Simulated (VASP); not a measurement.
TaN, 2 atoms in the cell. The typed cell holds 2 atoms: a = 2.939 Å, b = 2.900 Å, c = 2.884 Å, α = 89.36°, β = 88.27°, γ = 118.70°.  This cell differs from its parent crystal: equal xy, yz and zx shear strains of +3 %.

```yaml
Program: VASP 6.6.1
Task: electric field gradients
Functional: PBEsol
Potentials_or_basis: VASP PAW PBE potentials, release 64 (Ta_pv, N)
Cutoff: 520 eV
k_mesh: 12 × 12 × 10
Occupations: fermi-dirac, width 0.02 eV
Spin: no spin polarisation
Dipole_correction: no
Further_INCAR_settings: ALGO = Normal; EDIFF = 1e-08; NBANDS = 15
```

Potentials or basis: VASP PAW PBE potentials, release 64 (Ta_pv, N).

Command:

```bash
$ cat potpaw_PBE.64/Ta_pv/POTCAR potpaw_PBE.64/N/POTCAR > POTCAR
$ mpirun -np 1 vasp_std > vasp.out
```

Hardware: 1 thread of Intel(R) Xeon(R) Platinum 8375C CPU @ 2.90GHz (Ice Lake), on a shared host.

Problem. Estimate the wall time of this run.

Solution. Run time: 110 s on 1 thread of Intel(R) Xeon(R) Platinum 8375C CPU @ 2.90GHz (Ice Lake) (shared host), peak memory 0.34 GiB. Counts: scf iterations 15, k points 724.
